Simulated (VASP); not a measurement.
# BAs (F-43m) in VASP: notebook

Aim: see how the results for BAs move with the level of theory and the settings. Levels: PBE, BLYP, RPBE+D4. Tasks: single point, relaxation of cell and atoms.

All numbers are computed with VASP 6.6.1; they aren't measurements. Logs are shortened: lines on timing, memory, paths and dates and some standing lists are left out, and cuts for length are marked.

### 1 The cell of the first run

It takes space group F-43m (No. 216, cubic). Conventional cell: a = 4.777 Å, b = 4.777 Å, c = 4.777 Å, α = 90.00°, β = 90.00°, γ = 90.00°. Within 2.7 Å of As (site symmetry -43m) lie 4 B at 2.07 Å. Within 2.7 Å of B (site symmetry -43m) lie 4 As at 2.07 Å.

### 2 Single point, PBE

Input file INCAR:

```
PREC = Accurate
ENCUT = 520
EDIFF = 1E-6
ISMEAR = 0
SIGMA = 0.023
LREAL = F
LASPH = T
NELM = 80
ALGO = Normal
ISIF = 2
LWAVE = F
LCHARG = F
GGA = PE
NBANDS = 11
```

Input file KPOINTS:

```
Automatic mesh
0
Gamma
  10 10 10
```

Input file POSCAR:

```
BAs
1.0
    0.0000000000      2.3885000000      2.3885000000
    2.3885000000      0.0000000000      2.3885000000
    2.3885000000      2.3885000000      0.0000000000
As B
1 1
Direct
    0.7500000000      0.7500000000      0.7500000000
    0.0000000000      0.0000000000      0.0000000000
```

Potentials or basis: VASP PAW PBE potentials, release 64 (As, B).

Started as:

```console
> cat potpaw_PBE.64/As/POTCAR potpaw_PBE.64/B/POTCAR > POTCAR
> mpirun -np 1 vasp_std > vasp.out
```

OUTCAR:

```text
PREC = Accurate
   ENCUT = 520
   EDIFF = 1E-6
   ISMEAR = 0
   LREAL = F
   LASPH = T
   NELM = 80
   ISIF = 2
   GGA = PE

 ion  position               nearest neighbor table
   1  0.750  0.750  0.750-   2 2.07   2 2.07   2 2.07   2 2.07
   2  0.000  0.000  0.000-   1 2.07   1 2.07   1 2.07   1 2.07

  LATTYP: Found a face centered cubic cell.
 ALAT       =     4.7770000000

  Lattice vectors:

 A1 = (   0.0000000000,   2.3885000000,   2.3885000000)
 A2 = (   2.3885000000,   0.0000000000,   2.3885000000)
 A3 = (   2.3885000000,   2.3885000000,   0.0000000000)

Analysis of symmetry for initial positions (statically):
=====================================================================
 Subroutine PRICEL returns:
 Original cell was already a primitive cell.

 Routine SETGRP: Setting up the symmetry group for a
 face centered cubic supercell.

 Subroutine GETGRP returns: Found 24 space group operations
 (whereof 24 operations were pure point group operations)
 out of a pool of 48 trial point group operations.

The static configuration has the point symmetry T_d .

Analysis of symmetry for dynamics (positions and initial velocities):
=====================================================================
 Subroutine PRICEL returns:
 Original cell was already a primitive cell.

 Routine SETGRP: Setting up the symmetry group for a
 face centered cubic supercell.

 Subroutine GETGRP returns: Found 24 space group operations
 (whereof 24 operations were pure point group operations)
 out of a pool of 48 trial point group operations.

The dynamic configuration has the point symmetry T_d .

 Subroutine INISYM returns: Found 24 space group operations
 (whereof 24 operations are pure point group operations),
 and found     1 'primitive' translations

----------------------------------------------------------------------------------------

                                     Primitive cell

  volume of cell :      27.2525

  direct lattice vectors                    reciprocal lattice vectors
     0.000000000  2.388500000  2.388500000    -0.209336404  0.209336404  0.209336404
     2.388500000  0.000000000  2.388500000     0.209336404 -0.209336404  0.209336404
     2.388500000  2.388500000  0.000000000     0.209336404  0.209336404 -0.209336404

  length of vectors
     3.377849094  3.377849094  3.377849094     0.362581287  0.362581287  0.362581287

  position of ions in fractional coordinates (direct lattice)
     0.750000000  0.750000000  0.750000000
     0.000000000  0.000000000  0.000000000

  ion indices of the primitive-cell ions
   primitive index   ion index
                 1           1
                 2           2

----------------------------------------------------------------------------------------

 KPOINTS: Automatic mesh

Automatic generation of k-mesh.
 Grid dimensions read from file:
 generate k-points for:   10   10   10

 Generating k-lattice:

  Cartesian coordinates                     Fractional coordinates (reciprocal lattice)
    -0.020933640  0.020933640  0.020933640     0.100000000  0.000000000  0.000000000
     0.020933640 -0.020933640  0.020933640     0.000000000  0.100000000  0.000000000
     0.020933640  0.020933640 -0.020933640     0.000000000  0.000000000  0.100000000

  Length of vectors
     0.036258129  0.036258129  0.036258129

  Shift w.r.t. Gamma in fractional coordinates (k-lattice)
     0.000000000  0.000000000  0.000000000

 Subroutine IBZKPT returns following result:
 ===========================================

 Found     47 irreducible k-points:

 Following reciprocal coordinates:
            Coordinates               Weight
  0.000000  0.000000  0.000000      1.000000
  0.100000  0.000000  0.000000      8.000000
  0.200000  0.000000  0.000000      8.000000
  0.300000  0.000000  0.000000      8.000000
  0.400000  0.000000  0.000000      8.000000
  0.500000  0.000000  0.000000      4.000000
[... 16 lines left out ...]
  0.300000  0.300000  0.000000      6.000000
  0.400000  0.300000  0.000000     24.000000
 [... further k-points ...]
   k-points           NKPTS =     47   k-points in BZ     NKDIM =     47   number of bands    NBANDS=     11
   number of dos      NEDOS =    301   number of ions     NIONS =      2
   total plane-waves  NPLWV =  21952
   dimension x,y,z NGX =    28 NGY =   28 NGZ =   28
   dimension x,y,z NGXF=    56 NGYF=   56 NGZF=   56
   ions per type =               1   1
   NGX,Y,Z   is equivalent  to a cutoff of  13.78, 13.78, 13.78 a.u.
   NGXF,Y,Z  is equivalent  to a cutoff of  27.56, 27.56, 27.56 a.u.
 SYSTEM =  unknown system
   PREC   = accura    normal or accurate (medium, high low for compatibility)
   ISTART =      0    job   : 0-new  1-cont  2-samecut
   ICHARG =      2    charge: 1-file 2-atom 10-const
   ISPIN  =      1    spin polarized calculation?
   LNONCOLLINEAR =      F non collinear calculations
   LSORBIT =      F    spin-orbit coupling
   LASPH  =      T    aspherical Exc in radial PAW
   ENCUT  =  520.0 eV  38.22 Ry    6.18 a.u.   6.28  6.28  6.28*2*pi/ulx,y,z
   NELM   =     80;   NELMIN=  2; NELMDL= -5     # of ELM steps
   EDIFF  = 0.1E-05   stopping-criterion for ELM
   LREAL  =      F    real-space projection
   EDIFFG = 0.1E-04   stopping-criterion for IOM
   NSW    =      0    number of steps for IOM
   IBRION =     -1    ionic relax: 0-MD 1-quasi-New 2-CG
   NFREE  =      0    steps in history (QN), initial steepest desc. (CG)
   ISIF   =      2    stress and relaxation
   ISYM   =      2    0-nonsym 1-usesym 2-fastsym
   POTIM  = 0.5000    time-step for ionic-motion
   TEBEG  =    0.0;   TEEND  =   0.0 temperature during run
   PSTRESS=    0.0 pullay stress
   NELECT =       8.0000    total number of electrons
   NUPDOWN=      -1.0000    fix difference up-down
   EMIN   =  10.00;   EMAX   =-10.00  energy-range for DOS
   EFERMI =   0.00;   METHOD = LEGACY
   ISMEAR =     0;   SIGMA  =   0.02  broadening in eV -4-tet -1-fermi 0-gaus
   EFERMI_NEDOS =   21; number of points for ismear=-14 and -15
   IALGO  =     38    algorithm
   IMIX   =      4    mixing-type and parameters
     AMIX     =   0.40;   BMIX     =  1.00
     AMIX_MAG =   1.60;   BMIX_MAG =  1.00
  volume/ion in A,a.u.               =      13.63        91.95
  Fermi-wavevector in a.u.,A,eV,Ry     =   1.088018  2.056057 16.106360  1.183784
  Thomas-Fermi vector in A             =   2.224191
   LORBIT       =      0    0 simple, 1 ext, 2 COOP (PROOUT), +10 PAW based schemes
   GGA     = PE    functional components
   LHFCALC =     F    Hartree Fock is set to
   AEXX    =    0.0000 exact exchange contribution
   IVDW    =     0    specifies the selected vdW correction
   LEPSILON=     F    determine dielectric tensor
   LRPA    =     F    only Hartree local field effects (RPA)
 non-spin polarized calculation
 Gauss-broadening in eV      SIGMA  =   0.02
  energy-cutoff  :      520.00
  volume of cell :       27.25
 maximum number of plane-waves:       754
 NGX is ok and might be reduce to    28
   NGX = 13   NGY = 13   NGZ = 13

 number of electron       8.0000000 magnetization

 Free energy of the ion-electron system (eV)
  ---------------------------------------------------
  ext. energy  EPLUGINS =         0.00000000
  ---------------------------------------------------
  free energy    TOTEN  =       -11.40640277 eV

  energy without entropy =      -11.40640277  energy(sigma->0) =      -11.40640277

 E-fermi :   6.2385     XC(G=0): -10.5843

 val. band max:        6.1263304018   @ k =   0.0000   0.0000   0.0000
 cond. band min:       7.3017620039   @ k =   0.4000   0.4000   0.0000
 fundamental gap:      1.1754316021
 Fermi energy:         6.2385213397

 k-point     1 :       0.0000    0.0000    0.0000
  band No.  band energies     occupation
      1      -9.2749      2.00000
      2       6.1263      2.00000
      3       6.1263      2.00000
      4       6.1263      2.00000
      5       9.4028      0.00000
      6       9.4028      0.00000
      7       9.4028      0.00000
      8      10.8131      0.00000
      9      15.7090      0.00000
     10      19.0768      0.00000
     11      19.0768      0.00000

 k-point     2 :       0.1000    0.0000    0.0000
  band No.  band energies     occupation
      1      -9.1107      2.00000
      2       4.7309      2.00000
      3       5.8247      2.00000
      4       5.8247      2.00000
      5       9.5502      0.00000
      6       9.8001      0.00000
      7       9.8001      0.00000
      8      11.6850      0.00000
      9      16.3542      0.00000
     10      18.0093      0.00000
     11      18.0093      0.00000

 k-point     3 :       0.2000    0.0000    0.0000
  band No.  band energies     occupation
      1      -8.6264      2.00000
      2       2.3655      2.00000
      3       5.2500      2.00000
      4       5.2500      2.00000
      5       9.3351      0.00000
      6      10.5171      0.00000
      7      10.5171      0.00000
      8      13.3083      0.00000
      9      17.2898      0.00000
     10      17.2898      0.00000
     11      17.3527      0.00000

 k-point     4 :       0.3000    0.0000    0.0000
  band No.  band energies     occupation
      1      -7.8583      2.00000
      2       0.0738      2.00000
      3       4.7417      2.00000
      4       4.7417      2.00000
      5       9.0631      0.00000
      6      10.9192      0.00000
      7      10.9192      0.00000
      8      14.5734      0.00000
      9      17.4744      0.00000
     10      17.7372      0.00000
     11      17.7372      0.00000

 k-point     5 :       0.4000    0.0000    0.0000
  band No.  band energies     occupation
      1      -6.9395      2.00000
      2      -1.8018      2.00000
      3       4.4157      2.00000
      4       4.4157      2.00000
      5       8.8806      0.00000
      6      10.9452      0.00000
      7      10.9452      0.00000
      8      14.9864      0.00000
      9      18.1879      0.00000
     10      19.2604      0.00000
     11      19.2604      0.00000
[... 211 lines left out ...]
 k-point    21 :      -0.3000    0.2000    0.0000
  band No.  band energies     occupation
      1      -6.7262      2.00000
      2      -0.9141      2.00000
      3       1.5070      2.00000
      4       4.1715      2.00000
      5       9.6528      0.00000
      6      12.0631      0.00000
      7      12.3351      0.00000
      8      14.2494      0.00000
      9      16.8144      0.00000
     10      18.2336      0.00000
     11      21.4383      0.00000

 k-point    22 :      -0.2000    0.2000    0.0000
  band No.  band energies     occupation
      1      -7.5949      2.00000
      2       0.6557      2.00000
      3       2.0531      2.00000
      4       4.8331      2.00000
      5      10.0597      0.00000
      6      11.2441      0.00000
      7      12.1365      0.00000
      8      13.1324      0.00000
      9      16.0106      0.00000
     10      18.7524      0.00000
     11      20.3077      0.00000

 k-point    23 :       0.3000    0.3000    0.0000
  band No.  band energies     occupation
      1      -7.3588      2.00000
      2       0.9138      2.00000
      3       2.9369      2.00000
      4       2.9369      2.00000
      5       7.5220      0.00000
      6       9.7837      0.00000
      7      14.5796      0.00000
      8      14.5796      0.00000
      9      17.1251      0.00000
     10      21.1915      0.00000
     11      21.2234      0.00000

 k-point    24 :       0.4000    0.3000    0.0000
  band No.  band energies     occupation
      1      -6.6308      2.00000
      2      -0.3314      2.00000
      3       2.1499      2.00000
      4       2.6401      2.00000
      5       7.8225      0.00000
      6       9.5221      0.00000
      7      14.9620      0.00000
      8      15.1948      0.00000
      9      18.1795      0.00000
     10      21.9433      0.00000
     11      21.9978      0.00000

 [... further k-points ...]

------------------------ aborting loop because EDIFF is reached ----------------------------------------

  FORCE on cell =-STRESS in cart. coord.  units (eV):
  Direction    XX          YY          ZZ          XY          YZ          ZX
  --------------------------------------------------------------------------------------
  -------------------------------------------------------------------------------------
  Total        0.5824743      0.5824743      0.5824743     -0.0000000      0.0000000      0.0000000
  in kB       34.2437715     34.2437715     34.2437715     -0.0000000      0.0000000      0.0000000
  external PRESSURE =      34.2437715 kB  Pullay stress =       0.0000000 kB

 VOLUME and BASIS-vectors are now :
 -----------------------------------------------------------------------------
  energy-cutoff  :      520.00
  volume of cell :       27.25
      direct lattice vectors                 reciprocal lattice vectors
     0.000000000  2.388500000  2.388500000    -0.209336404  0.209336404  0.209336404
     2.388500000  0.000000000  2.388500000     0.209336404 -0.209336404  0.209336404
     2.388500000  2.388500000  0.000000000     0.209336404  0.209336404 -0.209336404

 POSITION                                       TOTAL-FORCE (eV/Angst)
 -----------------------------------------------------------------------------------
      3.58275      3.58275      3.58275         0.000000      0.000000      0.000000
      0.00000      0.00000      0.00000        -0.000000     -0.000000     -0.000000
 -----------------------------------------------------------------------------------
    total drift:                                0.000000      0.000000      0.000000

  FREE ENERGIE OF THE ION-ELECTRON SYSTEM (eV)
  ---------------------------------------------------
  free  energy   TOTEN  =       -11.4064027662 eV

  energy  without entropy=      -11.4064027662  energy(sigma->0) =      -11.40640277
```

Run time: 17 s. Hardware: 1 thread of Intel Xeon Platinum 8488C (Sapphire Rapids), shared host; peak memory 0.16 GiB.

Results:

* Free energy: -11.4064 eV
* Pressure: 3.4 GPa
* Band gap on the k mesh: 1.18 eV, indirect (least direct gap 3.28 eV)

A k mesh can miss the band edges.

### 3 Single point, PBE

Input file INCAR:

```
SYSTEM = BAs
  PREC = Accurate
  ENCUT = 520
  EDIFF = 1E-7
  ISMEAR = 0
  SIGMA = 0.026000000000000002
  LREAL = .FALSE.
  LASPH = .TRUE.
  NELM = 100
  ALGO = Normal
  ISIF = 2
  LWAVE = .FALSE.
  LCHARG = .FALSE.
  GGA = PE
  NBANDS = 11
```

Input file KPOINTS:

```
regular mesh
0
G
  10 10 10
  0 0 0
```

POSCAR is that of step 2.

Potentials or basis: VASP PAW PBE potentials, release 64 (As, B).

Started as:

```console
> cat potpaw_PBE.64/As/POTCAR potpaw_PBE.64/B/POTCAR > POTCAR
> mpirun -np 1 vasp_std > vasp.out
```

Wall time 15 s (1 thread of Intel Xeon Platinum 8488C (Sapphire Rapids), shared host); peak memory 0.16 GiB.

The run converged. Its results:

| Property | Result |
| --- | --- |
| Free energy | -11.4064 eV |
| Pressure | 3.4 GPa |
| Band gap on the k mesh | 1.18 eV, indirect (least direct gap 3.28 eV) |

Levels at points of the mesh, in eV from the valence-band top:
```
           k point  band 1  band 2  band 3  band 4  band 5  band 6  band 7  band 8  band 9
(0.00, 0.00, 0.00)  -15.40    0.00    0.00    0.00    3.28    3.28    3.28    4.69    9.58
(0.50, 0.00, 0.00)  -12.53   -8.79   -1.82   -1.82    2.69    4.78    4.78    8.86   12.72
(0.50, 0.50, 0.00)  -11.21   -8.53   -4.08   -4.08    1.43    1.44   11.37   11.37   12.86
```

A k mesh can miss the band edges. As with any semilocal functional, this PBE gap is likely too small.

### 4 Single point, BLYP

This run uses another cell than the first one, of 14.46 Å³/atom, 1.061 times its volume.

Input file INCAR:

```
  PREC = Accurate
  ENCUT = 520
  EDIFF = 1E-6
  ISMEAR = -1
  SIGMA = 0.05
  LREAL = F
  LASPH = T
  NELM = 100
  ALGO = Normal
  ISIF = 2
  LWAVE = F
  LCHARG = F
  GGA = B5
  ALDAX = 1.0
  AGGAX = 1.0
  AGGAC = 1.0
  ALDAC = 0.0
  NBANDS = 11
```

Input file KPOINTS:

```
Automatic mesh
0
Gamma
  10 10 10
```

Input file POSCAR:

```
BAs
1.0
    0.0000000000      2.4362028993      2.4362028993
    2.4362028993      0.0000000000      2.4362028993
    2.4362028993      2.4362028993      0.0000000000
As B
1 1
Direct
    0.7500000000      0.7500000000      0.7500000000
    0.0000000000      0.0000000000      0.0000000000
```

Started as:

```console
> cat potpaw_PBE.64/As/POTCAR potpaw_PBE.64/B/POTCAR > POTCAR
> mpirun -np 1 vasp_std > vasp.out
```

Wall time 23 s (1 thread of Intel Xeon Platinum 8488C (Sapphire Rapids), shared host); peak memory 0.16 GiB.

It converged, with:

| Item | Value |
| --- | --- |
| Free energy | -10.0699 eV |
| Pressure | 0.6 GPa |
| Band gap on the k mesh | 1.45 eV, indirect (least direct gap 3.29 eV) |

Levels at points of the mesh, in eV from the valence-band top:
| k point | band 2 | band 3 | band 4 | band 5 | band 6 | band 7 |
| --- | --- | --- | --- | --- | --- | --- |
| (0.00, 0.00, 0.00) | 0.00 | 0.00 | 0.00 | 3.29 | 3.29 | 3.29 |
| (0.50, 0.00, 0.00) | -8.23 | -1.70 | -1.70 | 2.44 | 4.84 | 4.84 |
| (0.50, 0.50, 0.00) | -8.10 | -3.76 | -3.76 | 1.72 | 1.73 | 10.74 |

Caveat: the PAW data sets were made with another functional, which shifts forces and pressure a little.

### 5 Relaxation of cell and atoms, RPBE+D4

Input file INCAR:

```
  PREC = Accurate
  ENCUT = 600
  EDIFF = 1E-7
  ISMEAR = -1
  SIGMA = 0.05
  LREAL = F
  LASPH = T
  NELM = 60
  ALGO = Normal
  ISIF = 3
  LWAVE = F
  LCHARG = F
  GGA = RP
  IVDW = 13
  IBRION = 2
  NSW = 80
  EDIFFG = -0.005
```

Input file KPOINTS:

```
regular mesh
0
Gamma
  10 10 10
```

Input file POSCAR:

```
BAs
1.0
    0.0000000000      2.3885000000      2.3885000000
    2.3885000000      0.0000000000      2.3885000000
    2.3885000000      2.3885000000      0.0000000000
As B
1 1
Direct
    0.7500000000      0.7500000000      0.7500000000
    0.0000000000      0.0000000000      0.0000000000
```

Started as:

```console
> cat potpaw_PBE.64/As/POTCAR potpaw_PBE.64/B/POTCAR > POTCAR
> mpirun -np 1 vasp_std > vasp.out
```

Wall time 37 s (1 thread of Intel Xeon Platinum 8488C (Sapphire Rapids), shared host); peak memory 0.17 GiB.

It converged, with:

```yaml
Free_energy: -12.3063 eV
Relaxed_volume: 13.22 Å³/atom
Relaxed_cell: a = 3.344 Å, b = 3.344 Å, c = 3.344 Å, α = 60.00°, β = 60.00°, γ = 60.00°
Space_group_after_relaxing_to_0.05_Å: F-43m (No. 216)
Energy_gained_by_relaxing: 5.4 meV/atom
Ionic_steps: 3
Pressure_after_relaxing: 0.0 GPa
Band_gap_on_the_k_mesh: 1.17 eV, indirect (least direct gap 3.31 eV)
Dispersion_energy_per_atom: -0.810 eV
```

Step by step:
```csv
step,energy change (eV),largest force (eV/Å),pressure (GPa),volume (Å³)
1,0.0000,0.0000,-4.14,27.25
2,-0.0054,0.0000,3.24,25.89
3,-0.0108,0.0000,0.01,26.44
```

Final structure:
```yaml
crystal:
  lattice:
    - [0.00000, 2.36445, 2.36445]
    - [2.36445, 0.00000, 2.36445]
    - [2.36445, 2.36445, 0.00000]
  atoms:
    - { symbol: As, position: [0.75000, 0.75000, 0.75000] }
    - { symbol: B, position: [0.00000, 0.00000, 0.00000] }
```

Levels at points of the mesh, in eV from the valence-band top:
| k point | band 2 | band 3 | band 4 | band 5 | band 6 | band 7 |
| --- | --- | --- | --- | --- | --- | --- |
| (0.00, 0.00, 0.00) | 0.00 | 0.00 | 0.00 | 3.31 | 3.31 | 3.31 |
| (0.50, 0.00, 0.00) | -9.03 | -1.88 | -1.88 | 2.89 | 4.82 | 4.82 |
| (0.50, 0.50, 0.00) | -8.74 | -4.22 | -4.22 | 1.40 | 1.47 | 11.72 |

Caveat: the PAW data sets were made with another functional, which shifts forces and pressure a little. As with any semilocal functional, this RPBE gap is likely too small.

### 6 The runs side by side

| task | level | cell | cutoff (eV) | smearing | gap on the mesh (eV) | pressure (GPa) |
| --- | --- | --- | --- | --- | --- | --- |
| single point | PBE | a = 3.378 Å, angles 60.0°, 2 atoms | 520 | gaussian 0.023 eV | 1.18 | 3.4 |
| single point | PBE | a = 3.378 Å, angles 60.0°, 2 atoms | 520 | gaussian 0.026 eV | 1.18 | 3.4 |
| single point | BLYP | a = 3.445 Å, angles 60.0°, 2 atoms | 520 | fermi-dirac 0.05 eV | 1.45 | 0.6 |
| relaxation of cell and atoms | RPBE+D4 | relaxed from a = 3.378 Å, angles 60.0°, 2 atoms | 600 | fermi-dirac 0.05 eV | 1.17 | 0.0 |

Alike in all rows: potentials or basis VASP PAW PBE potentials, release 64 (As, B); no spin polarisation; k mesh 10 × 10 × 10.

Caveats: the PAW data sets were made with another functional, which shifts forces and pressure a little (some runs).

Absolute energies hang on the potentials; compare differences alone.
